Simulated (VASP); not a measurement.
# Rb3Si2 (P6/mmm) in VASP: notebook, part 2 of 2

VASP 6.6.1.

### 4 Single point, PBE

This run uses another cell than the first one, of 43.77 Å³/atom.

File INCAR:

```
SYSTEM = Rb3Si2
  PREC = Accurate
  ENCUT = 520
  EDIFF = 1E-6
  ISMEAR = 0
  SIGMA = 0.1
  LREAL = .FALSE.
  LASPH = .TRUE.
  NELM = 80
  ALGO = Normal
  ISIF = 2
  LWAVE = .FALSE.
  LCHARG = .TRUE.
  GGA = PE
  LELF = .TRUE.
  LVHAR = .TRUE.
  NBANDS = 26
```

File KPOINTS:

```
Automatic mesh
0
G
  6 6 2
  0 0 0
```

File POSCAR:

```
Rb3Si2
1.0
    7.2798387412      0.0000000000      0.0000000000
   -3.6399193706      6.3045252854      0.0000000000
    0.0000000000      0.0000000000      4.7686920900
Rb Si
3 2
Direct
    0.5000000000      0.0000000000      0.5000000000
    0.0000000000      0.5000000000      0.5000000000
    0.5000000000      0.5000000000      0.5000000000
    0.0000000000      0.0000000000      0.7562048839
    0.0000000000      0.0000000000      0.2437951161
```

Potentials or basis: VASP PAW PBE potentials, release 64 (Rb_sv, Si).

Started as:

```console
> cat potpaw_PBE.64/Rb_sv/POTCAR potpaw_PBE.64/Si/POTCAR > POTCAR
> mpirun -np 1 vasp_std > vasp.out
```

OUTCAR:

```text
SYSTEM = Rb3Si2
   PREC = Accurate
   ENCUT = 520
   EDIFF = 1E-6
   ISMEAR = 0
   LREAL = .FALSE.
   LASPH = .TRUE.
   NELM = 80
   ISIF = 2
   GGA = PE

 ion  position               nearest neighbor table
   1  0.500  0.000  0.500-   2 3.64   3 3.64   3 3.64   2 3.64   4 3.84   4 3.84   5 3.84   5 3.84

   2  0.000  0.500  0.500-   3 3.64   3 3.64   1 3.64   1 3.64   4 3.84   5 3.84   4 3.84   5 3.84

   3  0.500  0.500  0.500-   2 3.64   2 3.64   1 3.64   1 3.64   4 3.84   5 3.84   4 3.84   5 3.84

   4  0.000  0.000  0.756-   5 2.33   5 2.44   1 3.84   1 3.84   3 3.84   2 3.84   2 3.84   3 3.84

   5  0.000  0.000  0.244-   4 2.33   4 2.44   1 3.84   1 3.84   2 3.84   2 3.84   3 3.84   3 3.84

  LATTYP: Found a hexagonal cell.
 ALAT       =     7.2798387412
 C/A-ratio  =     0.6550546323

  Lattice vectors:

 A1 = (   7.2798387412,   0.0000000000,   0.0000000000)
 A2 = (  -3.6399193706,   6.3045252854,   0.0000000000)
 A3 = (   0.0000000000,   0.0000000000,   4.7686920900)

Analysis of symmetry for initial positions (statically):
[... 169 lines left out ...]

 val. band max:        1.3978662253   @ k =   0.3333  -0.0000   0.0000
 cond. band min:       1.4440533509   @ k =   0.1667   0.1667   0.5000
 fundamental gap:      0.0461871256
 Fermi energy:         1.4335889313

 k-point     1 :       0.0000    0.0000    0.0000
  band No.  band energies     occupation
      1     -27.2981      2.00000
      2     -27.1820      2.00000
      3     -27.1820      2.00000
      4     -12.2321      2.00000
      5     -11.5557      2.00000
      6     -11.5557      2.00000
[... 395 lines left out ...]
     25       5.7006      0.00000
     26       5.8838      0.00000

------------------------ aborting loop because EDIFF is reached ----------------------------------------

  FORCE on cell =-STRESS in cart. coord.  units (eV):
  Direction    XX          YY          ZZ          XY          YZ          ZX
  --------------------------------------------------------------------------------------
  -------------------------------------------------------------------------------------
  Total        0.0687126      0.0687126      0.0098535      0.0000000      0.0000000     -0.0000000
  in kB        0.5030066      0.5030066      0.0721320      0.0000000      0.0000000     -0.0000000
  external PRESSURE =       0.3593817 kB  Pullay stress =       0.0000000 kB

 VOLUME and BASIS-vectors are now :
 -----------------------------------------------------------------------------
  energy-cutoff  :      520.00
  volume of cell :      218.86
      direct lattice vectors                 reciprocal lattice vectors
     7.279838741  0.000000000  0.000000000     0.137365680  0.079308112  0.000000000
    -3.639919371  6.304525285  0.000000000     0.000000000  0.158616225  0.000000000
     0.000000000  0.000000000  4.768692090     0.000000000  0.000000000  0.209701105

 POSITION                                       TOTAL-FORCE (eV/Angst)
 -----------------------------------------------------------------------------------
      3.63992      0.00000      2.38435        -0.000000      0.000000      0.000000
     -1.81996      3.15226      2.38435        -0.000000      0.000000      0.000000
      1.81996      3.15226      2.38435        -0.000000      0.000000      0.000000
      0.00000      0.00000      3.60611         0.000000      0.000000      0.004396
      0.00000      0.00000      1.16258        -0.000000     -0.000000     -0.004396
 -----------------------------------------------------------------------------------
    total drift:                                0.000000     -0.000000      0.000000

  FREE ENERGIE OF THE ION-ELECTRON SYSTEM (eV)
  ---------------------------------------------------
  free  energy   TOTEN  =       -12.1949214646 eV

  energy  without entropy=      -12.1756866844  energy(sigma->0) =      -12.18530407
```

stdout:

```text
POSCAR found type information on POSCAR RbSi
 POSCAR found :  2 types and       5 ions
 scaLAPACK will be used
 LDA part: xc-table for (Slater+PW92), standard interpolation
 POSCAR, INCAR and KPOINTS ok, starting setup
 FFT: planning ... GRIDC
 FFT: planning ... GRID_SOFT
 FFT: planning ... GRID
 WAVECAR not read
 entering main loop
```

Wall time 56 s (1 thread of Intel Xeon Platinum 8488C (Sapphire Rapids), shared host); peak memory 0.32 GiB.

Results:

```
Free energy            : -12.1949 eV
Pressure               : 0.0 GPa
Largest force          : 0.004 eV/Å
Band gap on the k mesh : zero (an odd number of electrons rules out a gap without spin polarisation)
```

Forces on the atoms (eV/Å):
```
Rb   0.000  0.000  0.000
Rb   0.000  0.000  0.000
Rb   0.000  0.000  0.000
Si   0.000  0.000  0.004
Si   0.000  0.000 -0.004
```

Caveat: the k points lie up to 0.66 Å⁻¹ apart, too coarse for converged energies and pressures of a metal.

### 5 Relaxation of cell and atoms, PBE

File INCAR:

```
SYSTEM = Rb3Si2
ALGO = Normal ; EDIFF = 1E-6
EDIFFG = -0.04 ; ENCUT = 600
GGA = PE ; IBRION = 2
ISIF = 3 ; ISMEAR = 0
LASPH = .TRUE. ; LCHARG = .FALSE.
LREAL = .FALSE. ; LWAVE = .FALSE.
NELM = 80 ; NSW = 90
PREC = Accurate ; SIGMA = 0.1
```

File KPOINTS:

```
k-points
0
G
  6 6 2
  0 0 0
```

File POSCAR:

```
Rb3Si2
1.0
    4.1213552600      0.0000000000      0.0000000000
   -2.0606776300      3.5691983500      0.0000000000
    0.0000000000      0.0000000000      7.5102464600
Rb Si
3 2
Direct
    0.5000000000      0.0000000000      0.5000000000
    0.0000000000      0.5000000000      0.5000000000
    0.5000000000      0.5000000000      0.5000000000
    0.0000000000      0.0000000000      0.8513043900
    0.0000000000      0.0000000000      0.1486956100
```

Started as:

```console
> cat potpaw_PBE.64/Rb_sv/POTCAR potpaw_PBE.64/Si/POTCAR > POTCAR
> mpirun -np 1 vasp_std > vasp.out
```

Wall time 8.5 min (1 thread of Intel Xeon Platinum 8488C (Sapphire Rapids), shared host); peak memory 0.28 GiB.

It converged, with:

| Quantity | Value |
| --- | --- |
| Free energy | -12.1270 eV |
| Relaxed volume | 43.79 Å³/atom |
| Relaxed cell | a = 7.280 Å, b = 7.280 Å, c = 4.770 Å, α = 90.00°, β = 90.00°, γ = 120.00° |
| Space group after relaxing (to 0.1 Å) | P6/mmm (No. 191) |
| Energy gained by relaxing | 7511.7 meV/atom |
| Ionic steps | 28 |
| Pressure after relaxing | -0.1 GPa |
| Largest force after relaxing | 0.039 eV/Å |
| Band gap on the k mesh | zero (an odd number of electrons rules out a gap without spin polarisation) |

Forces on the atoms (eV/Å):
```
Rb   0.000  0.000  0.000
Rb   0.000  0.000  0.000
Rb   0.000  0.000  0.000
Si   0.000  0.000  0.039
Si   0.000  0.000 -0.039
```

Stress tensor (GPa, compression positive):
```
-0.10  0.00  0.00
 0.00 -0.10  0.00
 0.00  0.00  0.02
```

The path:
```tsv
step	energy change (eV)	largest force (eV/Å)	pressure (GPa)	volume (Å³)
1	0.0000	0.3610	114.85	110.48
2	-34.3233	0.2017	-2.01	505.52
3	-34.8089	0.1627	-1.54	471.13
4	-35.0221	0.1355	-1.29	450.32
5	-35.3229	0.0663	-0.82	397.87
6	-33.2207	0.0278	2.46	232.26
7	-35.3531	0.0428	-0.68	379.54
8	-35.3544	0.0353	-0.63	372.61
9	-35.4694	1.4375	-0.20	357.73
10	-35.4733	1.7802	-0.10	354.77
11	-35.5443	1.6044	-0.12	348.61
12	-35.7171	1.2322	-0.17	330.22
13	-35.9791	1.3345	-0.15	293.80
14	-36.9260	4.3220	2.10	222.44
15	-36.9901	3.6130	2.12	220.23
16	-37.0229	2.4109	2.28	216.63
17	-37.0836	2.2586	2.05	217.53
18	-37.2378	1.8495	1.42	220.20
19	-37.4370	1.1891	0.37	225.52
20	-37.4850	0.1870	-1.05	236.00
21	-37.5143	0.4596	-0.63	232.27
22	-37.5147	0.5136	-0.56	231.69
23	-37.5207	0.4496	-0.53	230.84
24	-37.5355	0.2568	-0.44	228.32
25	-37.5493	0.1244	-0.23	223.34
26	-37.5495	0.1775	-0.19	222.64
27	-37.5535	0.1334	-0.15	221.46
28	-37.5584	0.0390	-0.06	218.94
```

Final structure:
```
CELL_PARAMETERS angstrom
7.27996 0.00000 0.00000
-3.63998 6.30463 0.00000
0.00000 0.00000 4.77015
ATOMIC_POSITIONS crystal
Rb 0.50000 0.00000 0.50000
Rb 0.00000 0.50000 0.50000
Rb 0.50000 0.50000 0.50000
Si 0.00000 0.00000 0.75577
Si 0.00000 0.00000 0.24423
```

Levels at points of the mesh, in eV from the Fermi level:
| k point | band 14 | band 15 | band 16 | band 17 | band 18 | band 19 | band 20 | band 21 |
| --- | --- | --- | --- | --- | --- | --- | --- | --- |
| (0.00, 0.00, 0.00) | -2.71 | -1.90 | -1.27 | -1.27 | -0.98 | 1.52 | 1.52 | 2.01 |
| (0.50, 0.00, 0.00) | -2.65 | -2.12 | -1.97 | -1.54 | 0.51 | 0.56 | 2.68 | 2.90 |
| (0.00, 0.00, 0.50) | -6.88 | -0.36 | -0.36 | 0.29 | 0.29 | 0.41 | 0.96 | 1.32 |
| (0.50, 0.00, 0.50) | -6.74 | -0.64 | -0.35 | -0.26 | -0.05 | 1.08 | 1.77 | 2.45 |

Caveat: the k points lie up to 0.66 Å⁻¹ apart in the final cell, too coarse for converged energies and pressures of a metal; the volume moved by over 15 % at a fixed basis, so the end points are rough.

### 6 Relaxation of cell and atoms, PBE

This run uses another cell than the first one, of 43.77 Å³/atom.

File INCAR:

```
SYSTEM = Rb3Si2
  PREC = Accurate
  ENCUT = 600
  EDIFF = 1E-6
  ISMEAR = 0
  SIGMA = 0.1
  LREAL = .FALSE.
  LASPH = .TRUE.
  NELM = 100
  ALGO = Normal
  ISIF = 3
  LWAVE = .FALSE.
  LCHARG = .FALSE.
  GGA = PE
  IBRION = 2
  NSW = 90
  EDIFFG = -0.04
```

File KPOINTS:

```
Automatic mesh
0
G
  3 3 4
  0 0 0
```

File POSCAR:

```
Rb3Si2
1.0
    7.2798387412      0.0000000000      0.0000000000
   -3.6399193706      6.3045252854      0.0000000000
    0.0000000000      0.0000000000      4.7686920900
Rb Si
3 2
Direct
    0.5000000000      0.0000000000      0.5000000000
    0.0000000000      0.5000000000      0.5000000000
    0.5000000000      0.5000000000      0.5000000000
    0.0000000000      0.0000000000      0.7562048839
    0.0000000000      0.0000000000      0.2437951161
```

Potentials or basis: VASP PAW PBE potentials, release 64 (Rb_sv, Si).

Started as:

```console
> cat potpaw_PBE.64/Rb_sv/POTCAR potpaw_PBE.64/Si/POTCAR > POTCAR
> mpirun -np 1 vasp_std > vasp.out
```

It took 4.5 min on 1 thread of Intel Xeon Platinum 8488C (Sapphire Rapids), shared host; peak memory 0.41 GiB.

Results (log left out):

* Free energy: -11.8339 eV
* Relaxed volume: 49.13 Å³/atom
* Relaxed cell: a = 7.969 Å, b = 7.969 Å, c = 4.467 Å, α = 90.00°, β = 90.00°, γ = 120.00°
* Space group after relaxing (to 0.1 Å): P6/mmm (No. 191)
* Energy gained by relaxing: 80.1 meV/atom
* Ionic steps: 13
* Pressure after relaxing: 0.0 GPa
* Largest force after relaxing: 0.005 eV/Å
* Band gap on the k mesh: zero (an odd number of electrons rules out a gap without spin polarisation)

Forces on the atoms (eV/Å):
```
Rb   0.000  0.000  0.000
Rb   0.000  0.000  0.000
Rb   0.000  0.000  0.000
Si   0.000  0.000 -0.005
Si   0.000  0.000  0.005
```

The path:
| step | energy change (eV) | largest force (eV/Å) | pressure (GPa) | volume (Å³) |
| --- | --- | --- | --- | --- |
| 1 | 0.0000 | 0.6225 | 0.60 | 218.86 |
| 2 | -0.1664 | 0.1844 | 0.34 | 223.92 |
| 3 | -0.2930 | 1.0998 | 0.31 | 230.51 |
| 4 | -0.3796 | 0.5635 | 0.52 | 235.82 |
| 5 | -0.3811 | 0.4591 | 0.58 | 236.53 |
| 6 | -0.3952 | 0.3452 | 0.13 | 241.54 |
| 7 | -0.3963 | 0.1837 | 0.22 | 240.43 |
| 8 | -0.3990 | 0.0168 | 0.06 | 242.69 |
| 9 | -0.3991 | 0.0178 | 0.03 | 243.18 |
| 10 | -0.4001 | 0.0420 | 0.04 | 244.04 |
| 11 | -0.4004 | 0.0703 | 0.04 | 245.03 |
| 12 | -0.4006 | 0.0416 | -0.01 | 245.95 |
| 13 | -0.4006 | 0.0046 | 0.01 | 245.64 |

Final structure:
```
CELL_PARAMETERS angstrom
7.96873 0.00000 0.00000
-3.98437 6.90112 0.00000
0.00000 0.00000 4.46677
ATOMIC_POSITIONS crystal
Rb 0.50000 0.00000 0.50000
Rb 0.00000 0.50000 0.50000
Rb 0.50000 0.50000 0.50000
Si 0.00000 0.00000 0.74899
Si 0.00000 0.00000 0.25101
```

Levels at points of the mesh, in eV from the Fermi level:
| k point | band 15 | band 16 | band 17 | band 18 | band 19 | band 20 | band 21 |
| --- | --- | --- | --- | --- | --- | --- | --- |
| (0.00, 0.00, 0.00) | -2.61 | -2.61 | -2.06 | -1.68 | 0.68 | 0.68 | 1.39 |
| (0.00, 0.00, 0.50) | -1.12 | -1.12 | -0.94 | -0.94 | 0.11 | 0.49 | 0.75 |

### 7 Overview

| task | cell | k mesh | cutoff (eV) | gap on the mesh (eV) | pressure (GPa) | relaxed volume (Å³/atom) | largest force (eV/Å) |
| --- | --- | --- | --- | --- | --- | --- | --- |
| single point | a = 4.121, b = 4.121, c = 7.510 Å, angles 90.0, 90.0, 120.0°, 5 atoms, atomic positions A | 6 × 6 × 2 | 520 | none | 114.8 | - | 0.36 |
| single point | a = 7.955, b = 7.955, c = 4.469 Å, angles 90.0, 90.0, 120.0°, 5 atoms, atomic positions B | 3 × 3 × 4 | 520 | none | 0.0 | - | - |
| single point | a = 7.280, b = 7.280, c = 4.769 Å, angles 90.0, 90.0, 120.0°, 5 atoms, atomic positions C | 6 × 6 × 2 | 520 | none | 0.0 | - | - |
| relaxation of cell and atoms | relaxed from a = 4.121, b = 4.121, c = 7.510 Å, angles 90.0, 90.0, 120.0°, 5 atoms, atomic positions A | 6 × 6 × 2 | 600 | none | -0.1 | 43.79 | 0.04 |
| relaxation of cell and atoms | relaxed from a = 7.280, b = 7.280, c = 4.769 Å, angles 90.0, 90.0, 120.0°, 5 atoms, atomic positions C | 3 × 3 × 4 | 600 | none | 0.0 | 49.13 | - |

Alike in all rows: level PBE; potentials or basis VASP PAW PBE potentials, release 64 (Rb_sv, Si); no spin polarisation; smearing gaussian 0.1 eV.

Caveats: some runs use coarse meshes; atoms lie so close that the PAW spheres overlap strongly, which falsifies energies and pressures (at least some runs); the volume moved by over 15 % at a fixed basis, so the end points are rough (at least some runs).

Absolute energies hang on the potentials; compare differences alone.

The gap in the log of VASP goes by the Fermi energy; the results here count the filled bands.